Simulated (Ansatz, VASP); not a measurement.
# Two plane-wave programs on Ga3Sb2As

```
Ga Sb As
1.0
    -2.14517    2.14517    9.06056
     2.14517   -2.14517    9.06056
     2.14517    2.14517   -9.06056
Ga Sb As
3 2 1
Direct
  0.00000 0.00000 0.00000
  0.67386 0.67386 0.00000
  0.32614 0.32614 0.00000
  0.58684 0.08684 0.50000
  0.91316 0.41316 0.50000
  0.25000 0.75000 0.50000
```

Alike in both runs: functional PBE; k mesh 6 × 6 × 6; occupations gaussian, width 0.1 eV; no spin polarisation.

Ansatz relaxed the structure, and its values are those at the end. VASP's run is a single point on that final structure, the one shown.

|  | VASP | Ansatz |
| --- | --- | --- |
| version | VASP 6.6.1 | Ansatz 0.2.0 |
| potentials or method | VASP PAW PBE potentials, release 64 (Ga_d, Sb, As), cutoff 520 eV | scalar-relativistic, plane waves, PAW |
| valence electrons in the cell | 54 | 84 |

Ansatz gave:

| Item | Value |
| --- | --- |
| gap on the k mesh at the Fermi level (eV) | none |
| pressure (GPa) | 0.1 |
| rms of the force components (eV/Å) | 0.010 |

Problem. Estimate VASP's values.

Solution. gap on the k mesh at the Fermi level (eV): none; pressure (GPa): 0.2; rms of the force components (eV/Å): 0.009.

A gap of «none» marks a metal or a gap that the smearing closes. VASP's potentials hold 54 valence electrons a cell and Ansatz's 84, so a difference there can come from the potentials and not from the codes.

Neither program's run includes spin-orbit coupling.
